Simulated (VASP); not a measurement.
# SnPb2O3 in VASP: a series of runs

Runs on SnPb2O3. Level: PBE. Tasks: single point.

Everything below comes from runs of VASP 6.6.1. Logs are shortened: lines on timing, memory, paths and dates and some standing lists are left out, and cuts for length are marked.

### 1 The cell of the first run

The structure is tetragonal, space group P4/nmm (No. 129). Conventional cell: a = 3.985 Å, b = 3.985 Å, c = 16.391 Å, α = 90.00°, β = 90.00°, γ = 90.00°. Within 3.0 Å of Sn (site symmetry 4mm) lie 4 O at 2.28 Å. Pb (site symmetry 4mm) has 4 O at 2.34 Å within 3.1 Å. Within 3.1 Å of Pb (site symmetry 4mm) lie 4 O at 2.33 Å. O (site symmetry 2mm) has 2 Sn at 2.28 Å and 2 Pb at 2.34 Å and 4 O at 2.82 Å within 3.0 Å. O (site symmetry -4m2) has 4 Pb at 2.33 Å and 4 O at 2.82 Å within 3.1 Å.

### 2 Single point, PBE

Contents of INCAR:

```
SYSTEM = SnPb2O3
PREC     = Accurate       ! precision mode
ENCUT    = 520            ! plane-wave cutoff, eV
EDIFF    = 1E-6           ! SCF threshold, eV
ISMEAR   = 0              ! smearing method
SIGMA    = 0.1            ! smearing width, eV
LREAL    = .False.        ! projectors in reciprocal space
LASPH    = .True.         ! aspherical terms in the spheres
NELM     = 100            ! most SCF steps
ALGO     = Normal         ! electronic algorithm
ISIF     = 2              ! what is computed and relaxed
LWAVE    = .False.        ! write WAVECAR
LCHARG   = .False.        ! write CHGCAR
GGA      = PE             ! functional
NBANDS   = 72             ! bands
```

Contents of KPOINTS:

```
regular mesh
0
Gamma
  4 4 1
  0 0 0
```

Contents of POSCAR:

```
SnPb2O3
1.0
    3.9853942000      0.0000000000      0.0000000000
    0.0000000000      3.9853942000      0.0000000000
    0.0000000000      0.0000000000     16.3907388000
Sn Pb O
2 4 6
Direct
    0.5000000000      0.0000000000      0.9163630000
    0.0000000000      0.5000000000      0.0836370000
    0.5000000000      0.0000000000      0.2262790000
    0.5000000000      0.0000000000      0.5742540000
    0.0000000000      0.5000000000      0.4257460000
    0.0000000000      0.5000000000      0.7737210000
    0.5000000000      0.5000000000      0.8483130000
    0.5000000000      0.5000000000      0.1516870000
    0.5000000000      0.5000000000      0.5000000000
    0.0000000000      0.0000000000      0.8483130000
    0.0000000000      0.0000000000      0.1516870000
    0.0000000000      0.0000000000      0.5000000000
```

Potentials or basis: VASP PAW PBE potentials, release 64 (Sn_d, Pb_d, O).

The run is started by

```sh
$ cat potpaw_PBE.64/Sn_d/POTCAR potpaw_PBE.64/Pb_d/POTCAR potpaw_PBE.64/O/POTCAR > POTCAR
$ mpirun -np 1 vasp_std > vasp.out
```

OUTCAR:

```text
SYSTEM = SnPb2O3
   PREC = Accurate
   ENCUT = 520
   EDIFF = 1E-6
   ISMEAR = 0
   LREAL = .False.
   LASPH = .True.
   NELM = 100
   ISIF = 2
   GGA = PE

 ion  position               nearest neighbor table
   1  0.500  0.000  0.916-   7 2.28  10 2.28   7 2.28  10 2.28   6 3.66   6 3.66   6 3.66   6 3.66

   2  0.000  0.500  0.084-   8 2.28  11 2.28  11 2.28   8 2.28   3 3.66   3 3.66   3 3.66   3 3.66

   3  0.500  0.000  0.226-   8 2.34  11 2.34   8 2.34  11 2.34   2 3.66   2 3.66   2 3.66   2 3.66

   4  0.500  0.000  0.574-   9 2.33  12 2.33   9 2.33  12 2.33   5 3.72   5 3.72   5 3.72   5 3.72

   5  0.000  0.500  0.426-   9 2.33  12 2.33  12 2.33   9 2.33   4 3.72   4 3.72   4 3.72   4 3.72

   6  0.000  0.500  0.774-   7 2.34  10 2.34  10 2.34   7 2.34   1 3.66   1 3.66   1 3.66   1 3.66

   7  0.500  0.500  0.848-   1 2.28   1 2.28   6 2.34   6 2.34
   8  0.500  0.500  0.152-   2 2.28   2 2.28   3 2.34   3 2.34
   9  0.500  0.500  0.500-   4 2.33   5 2.33   4 2.33   5 2.33
  10  0.000  0.000  0.848-   1 2.28   1 2.28   6 2.34   6 2.34
  11  0.000  0.000  0.152-   2 2.28   2 2.28   3 2.34   3 2.34
  12  0.000  0.000  0.500-   4 2.33   5 2.33   5 2.33   4 2.33

  LATTYP: Found a simple tetragonal cell.
 ALAT       =     3.9853942000
 C/A-ratio  =     4.1127020258

  Lattice vectors:

 A1 = (   3.9853942000,   0.0000000000,   0.0000000000)
 A2 = (   0.0000000000,   3.9853942000,   0.0000000000)
 A3 = (   0.0000000000,   0.0000000000,  16.3907388000)

Analysis of symmetry for initial positions (statically):
=====================================================================
 Subroutine PRICEL returns:
 Original cell was already a primitive cell.

 Routine SETGRP: Setting up the symmetry group for a
 simple tetragonal supercell.

 Subroutine GETGRP returns: Found 16 space group operations
 (whereof  8 operations were pure point group operations)
 out of a pool of 16 trial point group operations.

The static configuration has the point symmetry D_2d.
 The point group associated with its full space group is D_4h.

Analysis of symmetry for dynamics (positions and initial velocities):
=====================================================================
 Subroutine PRICEL returns:
 Original cell was already a primitive cell.

 Routine SETGRP: Setting up the symmetry group for a
 simple tetragonal supercell.

 Subroutine GETGRP returns: Found 16 space group operations
 (whereof  8 operations were pure point group operations)
 out of a pool of 16 trial point group operations.

The dynamic configuration has the point symmetry D_2d.
 The point group associated with its full space group is D_4h.

 Subroutine INISYM returns: Found 16 space group operations
 (whereof  8 operations are pure point group operations),
 and found     1 'primitive' translations

----------------------------------------------------------------------------------------

                                     Primitive cell

  volume of cell :     260.3401

  direct lattice vectors                    reciprocal lattice vectors
     3.985394200  0.000000000  0.000000000     0.250916208  0.000000000  0.000000000
     0.000000000  3.985394200  0.000000000     0.000000000  0.250916208  0.000000000
     0.000000000  0.000000000 16.390738800     0.000000000  0.000000000  0.061010063

  length of vectors
     3.985394200  3.985394200 16.390738800     0.250916208  0.250916208  0.061010063

  position of ions in fractional coordinates (direct lattice)
     0.500000000  0.000000000  0.916363000
     0.000000000  0.500000000  0.083637000
     0.500000000  0.000000000  0.226279000
     0.500000000  0.000000000  0.574254000
     0.000000000  0.500000000  0.425746000
     0.000000000  0.500000000  0.773721000
     0.500000000  0.500000000  0.848313000
     0.500000000  0.500000000  0.151687000
     0.500000000  0.500000000  0.500000000
     0.000000000  0.000000000  0.848313000
     0.000000000  0.000000000  0.151687000
     0.000000000  0.000000000  0.500000000

  ion indices of the primitive-cell ions
   primitive index   ion index
                 1           1
                 2           2
                 3           3
                 4           4
                 5           5
                 6           6
                 7           7
                 8           8
                 9           9
                10          10
                11          11
                12          12

----------------------------------------------------------------------------------------

 KPOINTS: regular mesh

Automatic generation of k-mesh.
 Grid dimensions read from file:
 generate k-points for:    4    4    1

 Generating k-lattice:

  Cartesian coordinates                     Fractional coordinates (reciprocal lattice)
     0.062729052  0.000000000  0.000000000     0.250000000  0.000000000  0.000000000
     0.000000000  0.062729052  0.000000000     0.000000000  0.250000000  0.000000000
     0.000000000  0.000000000  0.061010063     0.000000000  0.000000000  1.000000000

  Length of vectors
     0.062729052  0.062729052  0.061010063

  Shift w.r.t. Gamma in fractional coordinates (k-lattice)
     0.000000000  0.000000000  0.000000000

 Subroutine IBZKPT returns following result:
 ===========================================

 Found      6 irreducible k-points:

 Following reciprocal coordinates:
            Coordinates               Weight
  0.000000  0.000000  0.000000      1.000000
  0.250000  0.000000  0.000000      4.000000
  0.500000  0.000000  0.000000      2.000000
  0.250000  0.250000  0.000000      4.000000
  0.500000  0.250000  0.000000      4.000000
  0.500000  0.500000  0.000000      1.000000
   k-points           NKPTS =      6   k-points in BZ     NKDIM =      6   number of bands    NBANDS=     72
   number of dos      NEDOS =    301   number of ions     NIONS =     12
   total plane-waves  NPLWV = 113400
   dimension x,y,z NGX =    30 NGY =   30 NGZ =  126
   dimension x,y,z NGXF=    60 NGYF=   60 NGZF=  252
   ions per type =               2   4   6
   NGX,Y,Z   is equivalent  to a cutoff of  12.51, 12.51, 12.78 a.u.
   NGXF,Y,Z  is equivalent  to a cutoff of  25.03, 25.03, 25.56 a.u.
 SYSTEM =  SnPb2O3
   PREC   = accura    normal or accurate (medium, high low for compatibility)
   ISTART =      0    job   : 0-new  1-cont  2-samecut
   ICHARG =      2    charge: 1-file 2-atom 10-const
   ISPIN  =      1    spin polarized calculation?
   LNONCOLLINEAR =      F non collinear calculations
   LSORBIT =      F    spin-orbit coupling
   LASPH  =      T    aspherical Exc in radial PAW
   ENCUT  =  520.0 eV  38.22 Ry    6.18 a.u.   7.41  7.41 30.48*2*pi/ulx,y,z
   NELM   =    100;   NELMIN=  2; NELMDL= -5     # of ELM steps
   EDIFF  = 0.1E-05   stopping-criterion for ELM
   LREAL  =      F    real-space projection
   EDIFFG = 0.1E-04   stopping-criterion for IOM
   NSW    =      0    number of steps for IOM
   IBRION =     -1    ionic relax: 0-MD 1-quasi-New 2-CG
   NFREE  =      0    steps in history (QN), initial steepest desc. (CG)
   ISIF   =      2    stress and relaxation
   ISYM   =      2    0-nonsym 1-usesym 2-fastsym
   POTIM  = 0.5000    time-step for ionic-motion
   TEBEG  =    0.0;   TEEND  =   0.0 temperature during run
   PSTRESS=    0.0 pullay stress
   NELECT =     120.0000    total number of electrons
   NUPDOWN=      -1.0000    fix difference up-down
   EMIN   =  10.00;   EMAX   =-10.00  energy-range for DOS
   EFERMI =   0.00;   METHOD = LEGACY
   ISMEAR =     0;   SIGMA  =   0.10  broadening in eV -4-tet -1-fermi 0-gaus
   EFERMI_NEDOS =   21; number of points for ismear=-14 and -15
   IALGO  =     38    algorithm
   IMIX   =      4    mixing-type and parameters
     AMIX     =   0.40;   BMIX     =  1.00
     AMIX_MAG =   1.60;   BMIX_MAG =  1.00
  volume/ion in A,a.u.               =      21.70       146.41
  Fermi-wavevector in a.u.,A,eV,Ry     =   1.264605  2.389757 21.758787  1.599226
  Thomas-Fermi vector in A             =   2.397901
   LORBIT       =      0    0 simple, 1 ext, 2 COOP (PROOUT), +10 PAW based schemes
   GGA     = PE    functional components
   LHFCALC =     F    Hartree Fock is set to
   AEXX    =    0.0000 exact exchange contribution
   IVDW    =     0    specifies the selected vdW correction
   LEPSILON=     F    determine dielectric tensor
   LRPA    =     F    only Hartree local field effects (RPA)
 non-spin polarized calculation
 Gauss-broadening in eV      SIGMA  =   0.10
  energy-cutoff  :      520.00
  volume of cell :      260.34
 maximum number of plane-waves:      7069
 NGX is ok and might be reduce to    30
   NGX = 15   NGY = 15   NGZ = 61

 number of electron     119.9999995 magnetization

 Free energy of the ion-electron system (eV)
  ---------------------------------------------------
  ext. energy  EPLUGINS =         0.00000000
  ---------------------------------------------------
  free energy    TOTEN  =       -65.64780747 eV

  energy without entropy =      -65.64780747  energy(sigma->0) =      -65.64780747

 E-fermi :   5.0501     XC(G=0):  -9.2289

 val. band max:        4.5646631729   @ k =   0.2500   0.0000   0.0000
 cond. band min:       5.8671103875   @ k =   0.5000   0.5000   0.0000
 fundamental gap:      1.3024472146
 Fermi energy:         5.0500725600

 k-point     1 :       0.0000    0.0000    0.0000
  band No.  band energies     occupation
      1     -16.1994      2.00000
      2     -16.1913      2.00000
      3     -16.0036      2.00000
      4     -16.0036      2.00000
      5     -15.9971      2.00000
      6     -15.9864      2.00000
[... 64 lines left out ...]
     71      10.1417      0.00000
     72      10.1430      0.00000
[... 373 lines left out ...]
     71       9.4945      0.00000
     72       9.5316      0.00000

------------------------ aborting loop because EDIFF is reached ----------------------------------------

  FORCE on cell =-STRESS in cart. coord.  units (eV):
  Direction    XX          YY          ZZ          XY          YZ          ZX
  --------------------------------------------------------------------------------------
  -------------------------------------------------------------------------------------
  Total        0.1770056      0.1770056      0.2005041      0.0000000      0.0000000      0.0000000
  in kB        1.0893227      1.0893227      1.2339365      0.0000000      0.0000000      0.0000000
  external PRESSURE =       1.1375273 kB  Pullay stress =       0.0000000 kB

 VOLUME and BASIS-vectors are now :
 -----------------------------------------------------------------------------
  energy-cutoff  :      520.00
  volume of cell :      260.34
      direct lattice vectors                 reciprocal lattice vectors
     3.985394200  0.000000000  0.000000000     0.250916208  0.000000000  0.000000000
     0.000000000  3.985394200  0.000000000     0.000000000  0.250916208  0.000000000
     0.000000000  0.000000000 16.390738800     0.000000000  0.000000000  0.061010063

 POSITION                                       TOTAL-FORCE (eV/Angst)
 -----------------------------------------------------------------------------------
      1.99270      0.00000     15.01987         0.000000      0.000000      0.058505
      0.00000      1.99270      1.37087        -0.000000      0.000000     -0.058505
      1.99270      0.00000      3.70888         0.000000      0.000000      0.034559
      1.99270      0.00000      9.41245         0.000000      0.000000      0.033349
      0.00000      1.99270      6.97829         0.000000      0.000000     -0.033349
      0.00000      1.99270     12.68186        -0.000000     -0.000000     -0.034559
      1.99270      1.99270     13.90448         0.000000      0.000000     -0.015648
      1.99270      1.99270      2.48626        -0.000000      0.000000      0.015648
      1.99270      1.99270      8.19537        -0.000000     -0.000000      0.000000
      0.00000      0.00000     13.90448         0.000000     -0.000000     -0.015648
      0.00000      0.00000      2.48626         0.000000      0.000000      0.015648
      0.00000      0.00000      8.19537         0.000000      0.000000      0.000000
 -----------------------------------------------------------------------------------
    total drift:                                0.000000     -0.000000      0.000000

  FREE ENERGIE OF THE ION-ELECTRON SYSTEM (eV)
  ---------------------------------------------------
  free  energy   TOTEN  =       -65.6478074729 eV

  energy  without entropy=      -65.6478074729  energy(sigma->0) =      -65.64780747
```

Wall time 4.9 min (1 thread of AMD EPYC 7R43 (Zen 3), shared host); peak memory 0.35 GiB.

What came out:

```yaml
Free_energy: -65.6478 eV
Pressure: 0.1 GPa
Largest_force: 0.059 eV/Å
Band_gap_on_the_k_mesh: 1.30 eV, indirect (least direct gap 1.51 eV)
```

Forces on the atoms (eV/Å):
```
Sn   0.000  0.000  0.059
Sn   0.000  0.000 -0.059
Pb   0.000  0.000  0.035
Pb   0.000  0.000  0.033
Pb   0.000  0.000 -0.033
Pb   0.000  0.000 -0.035
O    0.000  0.000 -0.016
O    0.000  0.000  0.016
O    0.000  0.000  0.000
O    0.000  0.000 -0.016
O    0.000  0.000  0.016
O    0.000  0.000  0.000
```

Caveat: spin-orbit coupling is left out, which moves the levels of the heavy elements. A k mesh can miss the band edges.

### 3 Single point, PBE

This run uses another cell than the first one, of 21.63 Å³/atom, 0.997 times its volume.

Contents of INCAR:

```
  ALGO = Normal
  EDIFF = 1E-7
  ENCUT = 520
  GGA = PE
  ISIF = 2
  ISMEAR = 0
  LASPH = True
  LCHARG = False
  LREAL = False
  LWAVE = False
  NBANDS = 72
  NELM = 100
  PREC = Accurate
  SIGMA = 0.1
```

Contents of KPOINTS:

```
k-points
0
Gamma
  4 4 1
```

Contents of POSCAR:

```
SnPb2O3
1.0
    3.9397387329     -0.0012960834      0.0106788981
   -0.0007516542      4.0296016164      0.0178661565
    0.0434677529      0.0762948446     16.3536634272
Sn Pb O
2 4 6
Direct
    0.5011406374      0.0011378336      0.9162401405
    0.0004139151      0.4993732992      0.0840844044
    0.4973991733     -0.0056599584      0.2269945022
    0.4969596267     -0.0029814019      0.5740914471
   -0.0000103356      0.5021157182      0.4252779940
    0.0040814410      0.5061042648      0.7733143573
    0.5024289974      0.5035875360      0.8494237786
    0.4988422730      0.4969903157      0.1535951937
    0.4983526629      0.4996662801      0.5011791912
    0.0026953639      0.0034125250      0.8467241051
   -0.0009269560     -0.0031992999      0.1508931843
   -0.0013767989     -0.0005471120      0.4981817017
```

Potentials or basis: VASP PAW PBE potentials, release 64 (Sn_d, Pb_d, O).

The run is started by

```sh
$ cat potpaw_PBE.64/Sn_d/POTCAR potpaw_PBE.64/Pb_d/POTCAR potpaw_PBE.64/O/POTCAR > POTCAR
$ mpirun -np 1 vasp_std > vasp.out
```

Run time: 8.6 min. Hardware: 1 thread of AMD EPYC 7R43 (Zen 3), shared host; peak memory 0.37 GiB.

The run converged. Its results:

```yaml
Free_energy: -65.6458 eV
Pressure: 0.2 GPa
Largest_force: 0.069 eV/Å
Band_gap_on_the_k_mesh: 1.26 eV, indirect (least direct gap 1.51 eV)
```

Forces in eV/Å, atoms in the order of the input:
```
Sn  -0.001 -0.003  0.069
Sn   0.001  0.001 -0.069
Pb   0.000  0.000  0.037
Pb   0.000  0.000  0.035
Pb   0.001  0.000 -0.035
Pb   0.000  0.000 -0.036
O    0.000  0.001 -0.015
O    0.000  0.000  0.022
O    0.000  0.001  0.007
O    0.000  0.000 -0.023
O    0.000  0.000  0.015
O    0.001 -0.001 -0.005
```

Stress tensor (GPa, compression positive):
```
 0.22  0.03 -0.04
 0.03  0.10 -0.06
-0.04 -0.06  0.18
```

Levels at points of the mesh, in eV from the valence-band top:
| k point | band 57 | band 58 | band 59 | band 60 | band 61 | band 62 | band 63 | band 64 |
| --- | --- | --- | --- | --- | --- | --- | --- | --- |
| (0.00, 0.00, 0.00) | -1.95 | -1.05 | -0.89 | -0.03 | 1.49 | 1.50 | 2.04 | 4.01 |
| (0.50, 0.00, 0.00) | -1.62 | -1.58 | -0.97 | -0.95 | 2.29 | 2.34 | 2.40 | 2.45 |
| (0.00, 0.50, 0.00) | -1.65 | -1.59 | -0.99 | -0.96 | 2.28 | 2.36 | 2.44 | 2.52 |
| (0.50, 0.50, 0.00) | -1.35 | -1.34 | -1.18 | -1.17 | 1.26 | 1.27 | 2.31 | 2.31 |

Caveat: spin-orbit coupling is left out, which moves the levels of the heavy elements.
